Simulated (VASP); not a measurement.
Wanted: the native input for a VASP 6.6.1 run.

| Item | Value |
| --- | --- |
| Task | single point |
| Functional | PBE |
| Potentials or basis | VASP PAW PBE potentials, release 64 (Ta_pv, Mo_sv) |
| Cutoff | 520 eV |
| k mesh | 3 × 3 × 4 |
| Occupations | gaussian, width 0.1 eV |
| Spin | no spin polarisation |
| Dipole correction | no |
| Further INCAR settings | ALGO = Fast; EDIFF = 1e-06; NBANDS = 63 |

The structure of TaMo3 lies in POSCAR:

```
TaMo3
1.0
    6.5100904400      0.0000000000      0.0000000000
   -3.2550452200      5.6379037000      0.0000000000
    0.0000000000      0.0000000000      5.0929648400
Ta Mo
2 6
Direct
    0.6666666700      0.3333333300      0.2500000000
    0.3333333300      0.6666666700      0.7500000000
    0.3272063400      0.1636031700      0.7500000000
    0.8363968300      0.1636031700      0.7500000000
    0.8363968300      0.6727936600      0.7500000000
    0.6727936600      0.8363968300      0.2500000000
    0.1636031700      0.8363968300      0.2500000000
    0.1636031700      0.3272063400      0.2500000000
```

The cell was built from a structure type or drawn by symmetry, and may not be a known phase.

These files were run (other wordings do the same):

INCAR

```
PREC = Accurate
ENCUT = 520
EDIFF = 1E-6
ISMEAR = 0
SIGMA = 0.1
LREAL = False
LASPH = True
NELM = 100
ALGO = Fast
ISIF = 2
LWAVE = False
LCHARG = False
GGA = PE
NBANDS = 63
```

KPOINTS

```
regular mesh
0
Gamma
  3 3 4
```

Potentials or basis: VASP PAW PBE potentials, release 64 (Ta_pv, Mo_sv).

Run with:

```bash
$ cat potpaw_PBE.64/Ta_pv/POTCAR potpaw_PBE.64/Mo_sv/POTCAR > POTCAR
$ mpirun -np 1 vasp_std > vasp.out
```

Results of the run:

```
Pressure               : -36.4 GPa
Largest force          : 0.157 eV/Å
Band gap on the k mesh : zero (bands 53 and 54 overlap by 1.33 eV)
```

Caveat: the k points lie up to 0.37 Å⁻¹ apart, too coarse for converged energies and pressures of a metal; spin-orbit coupling is left out, which moves the levels of the heavy elements.

It took 110 s on 1 thread of Intel(R) Xeon(R) Platinum 8488C (Sapphire Rapids) (shared host), peak memory 0.32 GiB.
